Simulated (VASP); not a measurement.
# Ag (Cmcm) in VASP: further runs

Runs on Ag. Level: PBEsol. Tasks: single point.

Program: VASP 6.6.1. These are calculated values, not measurements. Logs are shortened: lines on timing, memory, paths and dates and some standing lists are left out, and cuts for length are marked.

**1. The cell of the first run**

It takes space group Cmcm (No. 63, orthorhombic). Conventional cell: a = 2.930 Å, b = 5.075 Å, c = 4.790 Å, α = 90.00°, β = 90.00°, γ = 90.00°. Within 3.7 Å of Ag (site symmetry m2m) lie 14 Ag at 2.82 to 3.67 Å.

**2. Single point, PBEsol (atom 1 (Ag) moved by (+0.000, -0.600) A along x and y)**

INCAR reads:

```
  ALGO = Fast
  EDIFF = 1E-7
  ENCUT = 520
  GGA = PS
  ISIF = 2
  ISMEAR = 0
  LASPH = True
  LCHARG = True
  LELF = True
  LREAL = False
  LVHAR = True
  LWAVE = False
  NBANDS = 18
  NELM = 100
  PREC = Accurate
  SIGMA = 0.15
```

KPOINTS reads:

```
k-points
0
Gamma
  18 18 10
```

POSCAR reads:

```
Ag
1.0
    2.9299980804      0.0000000000      0.0000000000
   -1.4649990402      2.5374527707      0.0000000000
    0.0000000000      0.0000000000      4.7900000000
Ag
2
Direct
    0.2151045318      0.4302090636      0.2500000000
    0.6666666667      0.3333333333      0.7500000000
```

Potentials or basis: VASP PAW PBE potentials, release 64 (Ag).

Command:

```console
cat potpaw_PBE.64/Ag/POTCAR > POTCAR
mpirun -np 1 vasp_std > vasp.out
```

OUTCAR:

```text
EDIFF = 1E-7
   ENCUT = 520
   GGA = PS
   ISIF = 2
   ISMEAR = 0
   LASPH = True
   LREAL = False
   NELM = 100
   PREC = Accurate

 ion  position               nearest neighbor table
   1  0.215  0.430  0.250-   2 2.82   2 2.82   2 2.82   2 2.82   2 3.31   2 3.31
   2  0.667  0.333  0.750-   1 2.82   1 2.82   1 2.82   1 2.82   1 3.31   1 3.31

  LATTYP: Found a hexagonal cell.
 ALAT       =     2.9299980804
 C/A-ratio  =     1.6348133577

  Lattice vectors:

 A1 = (   2.9299980804,   0.0000000000,   0.0000000000)
 A2 = (  -1.4649990402,   2.5374527707,   0.0000000000)
 A3 = (   0.0000000000,   0.0000000000,   4.7900000000)

Analysis of symmetry for initial positions (statically):
=====================================================================
 Subroutine PRICEL returns:
 Original cell was already a primitive cell.

 Routine SETGRP: Setting up the symmetry group for a
 hexagonal supercell.

 Subroutine GETGRP returns: Found  8 space group operations
 (whereof  2 operations were pure point group operations)
 out of a pool of 24 trial point group operations.

The static configuration has the point symmetry C_1h.
 The point group associated with its full space group is D_2h.

Analysis of symmetry for dynamics (positions and initial velocities):
=====================================================================
 Subroutine PRICEL returns:
 Original cell was already a primitive cell.

 Routine SETGRP: Setting up the symmetry group for a
 hexagonal supercell.

 Subroutine GETGRP returns: Found  8 space group operations
 (whereof  2 operations were pure point group operations)
 out of a pool of 24 trial point group operations.

The dynamic configuration has the point symmetry C_1h.
 The point group associated with its full space group is D_2h.

 Subroutine INISYM returns: Found  8 space group operations
 (whereof  2 operations are pure point group operations),
 and found     1 'primitive' translations

----------------------------------------------------------------------------------------

                                     Primitive cell

  volume of cell :      35.6124

  direct lattice vectors                    reciprocal lattice vectors
     2.929998080  0.000000000  0.000000000     0.341297152  0.197048003  0.000000000
    -1.464999040  2.537452771  0.000000000     0.000000000  0.394096005  0.000000000
     0.000000000  0.000000000  4.790000000     0.000000000  0.000000000  0.208768267

  length of vectors
     2.929998080  2.929998080  4.790000000     0.394096005  0.394096005  0.208768267

  position of ions in fractional coordinates (direct lattice)
     0.215104532  0.430209064  0.250000000
     0.666666667  0.333333333  0.750000000

  ion indices of the primitive-cell ions
   primitive index   ion index
                 1           1
                 2           2

----------------------------------------------------------------------------------------

 KPOINTS: k-points

Automatic generation of k-mesh.
 Grid dimensions read from file:
 generate k-points for:   18   18   10

 Generating k-lattice:

  Cartesian coordinates                     Fractional coordinates (reciprocal lattice)
     0.018960953  0.010947111  0.000000000     0.055555556  0.000000000  0.000000000
     0.000000000  0.021894223  0.000000000     0.000000000  0.055555556  0.000000000
     0.000000000  0.000000000  0.020876827     0.000000000  0.000000000  0.100000000

  Length of vectors
     0.021894223  0.021894223  0.020876827

  Shift w.r.t. Gamma in fractional coordinates (k-lattice)
     0.000000000  0.000000000  0.000000000

 Subroutine IBZKPT returns following result:
 ===========================================

 Found    546 irreducible k-points:

 Following reciprocal coordinates:
            Coordinates               Weight
  0.000000  0.000000  0.000000      1.000000
  0.055556  0.000000  0.000000      4.000000
  0.000000  0.055556  0.000000      2.000000
  0.111111  0.000000  0.000000      4.000000
  0.000000  0.111111  0.000000      2.000000
  0.166667  0.000000  0.000000      4.000000
[... 16 lines left out ...]
 -0.055556  0.166667  0.000000      4.000000
 -0.166667  0.111111  0.000000      4.000000
 [... further k-points ...]
   k-points           NKPTS =    546   k-points in BZ     NKDIM =    546   number of bands    NBANDS=     18
   number of dos      NEDOS =    301   number of ions     NIONS =      2
   total plane-waves  NPLWV =  20736
   dimension x,y,z NGX =    24 NGY =   24 NGZ =   36
   dimension x,y,z NGXF=    48 NGYF=   48 NGZF=   72
   ions per type =               2
   NGX,Y,Z   is equivalent  to a cutoff of  13.62, 13.62, 12.49 a.u.
   NGXF,Y,Z  is equivalent  to a cutoff of  27.23, 27.23, 24.99 a.u.
 SYSTEM =  unknown system
   PREC   = accura    normal or accurate (medium, high low for compatibility)
   ISTART =      0    job   : 0-new  1-cont  2-samecut
   ICHARG =      2    charge: 1-file 2-atom 10-const
   ISPIN  =      1    spin polarized calculation?
   LNONCOLLINEAR =      F non collinear calculations
   LSORBIT =      F    spin-orbit coupling
   LASPH  =      T    aspherical Exc in radial PAW
   ENCUT  =  520.0 eV  38.22 Ry    6.18 a.u.   5.45  5.45  8.91*2*pi/ulx,y,z
   NELM   =    100;   NELMIN=  2; NELMDL= -5     # of ELM steps
   EDIFF  = 0.1E-06   stopping-criterion for ELM
   LREAL  =      F    real-space projection
   EDIFFG = 0.1E-05   stopping-criterion for IOM
   NSW    =      0    number of steps for IOM
   IBRION =     -1    ionic relax: 0-MD 1-quasi-New 2-CG
   NFREE  =      0    steps in history (QN), initial steepest desc. (CG)
   ISIF   =      2    stress and relaxation
   ISYM   =      2    0-nonsym 1-usesym 2-fastsym
   POTIM  = 0.5000    time-step for ionic-motion
   TEBEG  =    0.0;   TEEND  =   0.0 temperature during run
   PSTRESS=    0.0 pullay stress
   NELECT =      22.0000    total number of electrons
   NUPDOWN=      -1.0000    fix difference up-down
   EMIN   =  10.00;   EMAX   =-10.00  energy-range for DOS
   EFERMI =   0.00;   METHOD = LEGACY
   ISMEAR =     0;   SIGMA  =   0.15  broadening in eV -4-tet -1-fermi 0-gaus
   EFERMI_NEDOS =   21; number of points for ismear=-14 and -15
   IALGO  =     68    algorithm
   IMIX   =      4    mixing-type and parameters
     AMIX     =   0.40;   BMIX     =  1.00
     AMIX_MAG =   1.60;   BMIX_MAG =  1.00
  volume/ion in A,a.u.               =      17.81       120.16
  Fermi-wavevector in a.u.,A,eV,Ry     =   1.394276  2.634800 26.449806  1.944006
  Thomas-Fermi vector in A             =   2.517841
   LORBIT       =      0    0 simple, 1 ext, 2 COOP (PROOUT), +10 PAW based schemes
   GGA     = PS    functional components
   LHFCALC =     F    Hartree Fock is set to
   AEXX    =    0.0000 exact exchange contribution
   IVDW    =     0    specifies the selected vdW correction
   LEPSILON=     F    determine dielectric tensor
   LRPA    =     F    only Hartree local field effects (RPA)
 non-spin polarized calculation
 RMM-DIIS sequential band-by-band and
 Gauss-broadening in eV      SIGMA  =   0.15
  energy-cutoff  :      520.00
  volume of cell :       35.61
 maximum number of plane-waves:       990
 NGX is ok and might be reduce to    24
   NGX = 11   NGY = 11   NGZ = 17

 number of electron      21.9999999 magnetization

 Free energy of the ion-electron system (eV)
  ---------------------------------------------------
  ext. energy  EPLUGINS =         0.00000000
  ---------------------------------------------------
  free energy    TOTEN  =        -6.49735381 eV

  energy without entropy =       -6.49121903  energy(sigma->0) =       -6.49428642

 E-fermi :   7.6292     XC(G=0): -12.1477

 val. band max:        7.6283737130   @ k =  -0.0556   0.3333   0.3000
 cond. band min:       7.6422536238   @ k =  -0.3889   0.2778   0.4000
 fundamental gap:      0.0138799109
 Fermi energy:         7.6291812460

 k-point     1 :       0.0000    0.0000    0.0000
  band No.  band energies     occupation
      1       0.1291      2.00000
      2       1.4972      2.00000
      3       2.5237      2.00000
      4       2.9965      2.00000
      5       3.1413      2.00000
      6       3.3653      2.00000
[... 10 lines left out ...]
     17      24.9164      0.00000
     18      28.1074      0.00000

 k-point     2 :       0.0556    0.0000    0.0000
  band No.  band energies     occupation
      1       0.2131      2.00000
      2       1.5520      2.00000
      3       2.5417      2.00000
      4       2.9868      2.00000
      5       3.1225      2.00000
      6       3.3848      2.00000
[... 10 lines left out ...]
     17      25.0141      0.00000
     18      27.5150      0.00000

 k-point     3 :       0.0000    0.0556    0.0000
  band No.  band energies     occupation
      1       0.2083      2.00000
      2       1.5344      2.00000
      3       2.5352      2.00000
      4       3.0399      2.00000
      5       3.1290      2.00000
      6       3.3599      2.00000
[... 10 lines left out ...]
     17      24.9682      0.00000
     18      27.8274      0.00000

 k-point     4 :       0.1111    0.0000    0.0000
  band No.  band energies     occupation
      1       0.4591      2.00000
      2       1.7082      2.00000
      3       2.5808      2.00000
      4       2.9426      2.00000
      5       3.0671      2.00000
      6       3.4442      2.00000
[... 375 lines left out ...]
      4       2.9680      2.00000
      5       3.0195      2.00000
      6       3.4671      2.00000
[... 10 lines left out ...]
     17      25.1275      0.00000
     18      26.1045      0.00000

 k-point    23 :      -0.0556    0.1667    0.0000
  band No.  band energies     occupation
      1       0.6564      2.00000
      2       1.7290      2.00000
      3       2.6013      2.00000
      4       3.0445      2.00000
      5       3.1428      2.00000
      6       3.2688      2.00000
[... 10 lines left out ...]
     17      25.1166      0.00000
     18      25.8115      0.00000

 k-point    24 :      -0.1667    0.1111    0.0000
  band No.  band energies     occupation
      1       0.7045      2.00000
      2       1.8770      2.00000
      3       2.6351      2.00000
      4       2.8790      2.00000
      5       3.0165      2.00000
      6       3.3622      2.00000
[... 10 lines left out ...]
     17      25.2909      0.00000
     18      25.6435      0.00000

 [... further k-points ...]

------------------------ aborting loop because EDIFF is reached ----------------------------------------

  FORCE on cell =-STRESS in cart. coord.  units (eV):
  Direction    XX          YY          ZZ          XY          YZ          ZX
  --------------------------------------------------------------------------------------
  -------------------------------------------------------------------------------------
  Total       -0.9614550     -1.9397396     -0.6442808      0.0000000     -0.0000000      0.0000000
  in kB      -43.2552391    -87.2676354    -28.9857787      0.0000000     -0.0000000      0.0000000
  external PRESSURE =     -53.1695511 kB  Pullay stress =       0.0000000 kB

 VOLUME and BASIS-vectors are now :
 -----------------------------------------------------------------------------
  energy-cutoff  :      520.00
  volume of cell :       35.61
      direct lattice vectors                 reciprocal lattice vectors
     2.929998080  0.000000000  0.000000000     0.341297152  0.197048003  0.000000000
    -1.464999040  2.537452771  0.000000000     0.000000000  0.394096005  0.000000000
     0.000000000  0.000000000  4.790000000     0.000000000  0.000000000  0.208768267

 POSITION                                       TOTAL-FORCE (eV/Angst)
 -----------------------------------------------------------------------------------
      0.00000      1.09164      1.19750         0.000000      0.100106      0.000000
      1.46500      0.84582      3.59250        -0.000000     -0.100106      0.000000
 -----------------------------------------------------------------------------------
    total drift:                                0.000000      0.000000      0.000000

  FREE ENERGIE OF THE ION-ELECTRON SYSTEM (eV)
  ---------------------------------------------------
  free  energy   TOTEN  =        -6.4973538142 eV

  energy  without entropy=       -6.4912190340  energy(sigma->0) =       -6.49428642
```

Run time: 6.7 min. Hardware: 1 thread of Intel Xeon 8259CL, shared host; peak memory 0.39 GiB.

Results:

| Property | Result |
| --- | --- |
| Free energy | -6.4974 eV |
| Pressure | -5.3 GPa |
| Largest force | 0.100 eV/Å |
| Band gap on the k mesh | zero (bands 11 and 12 overlap by 7.30 eV) |

Forces on the atoms (eV/Å):
```
Ag   0.000  0.100  0.000
Ag   0.000 -0.100  0.000
```

Levels at points of the mesh, in eV from the Fermi level:
```tsv
k point	band 7	band 8	band 9	band 10	band 11	band 12	band 13	band 14	band 15	band 16
(0.00, 0.00, 0.00)	-4.15	-4.13	-3.67	-3.25	-2.56	-0.32	3.41	15.12	15.80	16.73
(0.50, 0.00, 0.00)	-4.11	-3.41	-2.89	-2.79	0.61	0.98	7.44	8.10	8.12	9.07
(0.00, 0.50, 0.00)	-2.93	-2.76	-2.74	-2.67	-0.75	2.19	5.26	5.48	10.41	10.44
(0.00, 0.00, 0.50)	-4.37	-4.37	-3.57	-3.57	-3.40	-3.40	10.78	10.78	16.40	16.40
(0.50, 0.00, 0.50)	-2.87	-2.87	-2.63	-2.63	0.48	0.48	4.65	4.65	12.13	12.13
(0.00, 0.50, 0.50)	-3.83	-3.83	-2.83	-2.83	1.88	1.88	3.19	3.19	13.27	13.27
```

Caveat: the cell differs from its parent crystal (atom 1 (Ag) moved by (+0.000, -0.600) A along x and y); the cell stands under tension; the PAW data sets were made with another functional, which shifts forces and pressure a little.

**3. Single point, PBEsol (atom 1 (Ag) moved by (+0.000, +0.600) A along x and y)**

INCAR reads:

```
SYSTEM = Ag
  PREC = Accurate
  ENCUT = 520
  EDIFF = 1E-6
  ISMEAR = 0
  SIGMA = 0.15
  LREAL = .FALSE.
  LASPH = .TRUE.
  NELM = 60
  ALGO = Fast
  ISIF = 2
  LWAVE = .FALSE.
  LCHARG = .FALSE.
  GGA = PS
  NBANDS = 18
```

KPOINTS reads:

```
Automatic mesh
0
G
  18 18 10
  0 0 0
```

POSCAR, as its differences from that of step 2:

```diff
@@ -8,3 +8,3 @@
 Direct
-    0.2151045318      0.4302090636      0.2500000000
+    0.4515621349      0.9031242697      0.2500000000
     0.6666666667      0.3333333333      0.7500000000
```

Potentials or basis: VASP PAW PBE potentials, release 64 (Ag).

Command:

```console
cat potpaw_PBE.64/Ag/POTCAR > POTCAR
mpirun -np 1 vasp_std > vasp.out
```

It took 6.1 min on 1 thread of Intel Xeon 8259CL, shared host; peak memory 0.39 GiB.

Results (log left out):

* Free energy: -6.3581 eV
* Pressure: -3.2 GPa
* Largest force: 0.740 eV/Å
* Band gap on the k mesh: zero (bands 11 and 12 overlap by 7.10 eV)

Forces in eV/Å, atoms in the order of the input:
```
Ag   0.000 -0.740  0.000
Ag   0.000  0.740  0.000
```

Stress tensor (GPa, compression positive):
```
-8.67  0.00  0.00
 0.00 -4.87  0.00
 0.00  0.00  4.03
```

Levels at points of the mesh, in eV from the Fermi level:
```
           k point  band 9  band 10  band 11  band 12  band 13  band 14
(0.00, 0.00, 0.00)   -3.75    -3.26    -2.97    -0.29     3.48    15.52
(0.50, 0.00, 0.00)   -2.81    -2.77    -0.33     1.89     5.95     6.01
(0.00, 0.50, 0.00)   -2.89    -2.72     0.48     1.14     7.19     7.96
(0.00, 0.00, 0.50)   -3.27    -3.27    -3.18    -3.18    10.77    10.77
(0.50, 0.00, 0.50)   -2.82    -2.82     1.31     1.31     3.81     3.81
(0.00, 0.50, 0.50)   -2.65    -2.65     0.52     0.52     4.60     4.60
```

Caveat: the cell differs from its parent crystal (atom 1 (Ag) moved by (+0.000, +0.600) A along x and y); the cell stands under tension; the PAW data sets were made with another functional, which shifts forces and pressure a little.

**4. Single point, PBEsol (atom 1 (Ag) moved by (+0.000, -0.300) A along x and y)**

INCAR reads:

```
PREC     = Accurate       # precision mode
ENCUT    = 520            # plane-wave cutoff, eV
EDIFF    = 1E-6           # SCF threshold, eV
ISMEAR   = 0              # smearing method
SIGMA    = 0.15           # smearing width, eV
LREAL    = F              # projectors in reciprocal space
LASPH    = T              # aspherical terms in the spheres
NELM     = 100            # most SCF steps
ALGO     = Fast           # electronic algorithm
ISIF     = 2              # what is computed and relaxed
LWAVE    = F              # write WAVECAR
LCHARG   = F              # write CHGCAR
GGA      = PS             # functional
NBANDS   = 18             # bands
```

KPOINTS reads:

```
Automatic mesh
0
Gamma
  18 18 10
```

POSCAR, as its differences from that of step 3:

```diff
@@ -8,3 +8,3 @@
 Direct
-    0.4515621349      0.9031242697      0.2500000000
+    0.2742189326      0.5484378651      0.2500000000
     0.6666666667      0.3333333333      0.7500000000
```

Command:

```console
cat potpaw_PBE.64/Ag/POTCAR > POTCAR
mpirun -np 1 vasp_std > vasp.out
```

Run time: 6.1 min. Hardware: 1 thread of Intel Xeon 8259CL, shared host; peak memory 0.39 GiB.

It converged, with:

| Item | Value |
| --- | --- |
| Free energy | -6.5357 eV |
| Pressure | -6.1 GPa |
| Largest force | 0.132 eV/Å |
| Band gap on the k mesh | zero (bands 11 and 12 overlap by 7.22 eV) |

Forces on the atoms (eV/Å):
```
Ag   0.000  0.132  0.000
Ag   0.000 -0.132  0.000
```

Stress tensor (GPa, compression positive):
```
-5.33  0.00  0.00
 0.00 -7.87  0.00
 0.00  0.00 -5.02
```

Levels at points of the mesh, in eV from the Fermi level:
```tsv
k point	band 7	band 8	band 9	band 10	band 11	band 12	band 13	band 14	band 15	band 16
(0.00, 0.00, 0.00)	-4.22	-4.20	-3.57	-3.37	-2.73	-0.32	3.37	15.34	16.86	17.13
(0.50, 0.00, 0.00)	-3.92	-3.01	-2.90	-2.74	0.37	1.22	7.06	7.52	8.54	9.61
(0.00, 0.50, 0.00)	-3.17	-2.84	-2.80	-2.74	-0.36	1.89	5.94	5.96	9.83	10.43
(0.00, 0.00, 0.50)	-4.36	-4.36	-3.42	-3.42	-3.27	-3.27	10.79	10.79	16.01	16.01
(0.50, 0.00, 0.50)	-2.88	-2.88	-2.78	-2.78	0.60	0.60	4.54	4.54	12.76	12.76
(0.00, 0.50, 0.50)	-3.45	-3.45	-2.80	-2.80	1.29	1.29	3.81	3.81	13.27	13.27
```

Caveat: the cell differs from its parent crystal (atom 1 (Ag) moved by (+0.000, -0.300) A along x and y); the cell stands under tension; the PAW data sets were made with another functional, which shifts forces and pressure a little.

(Part 1 of 2 ends here.)
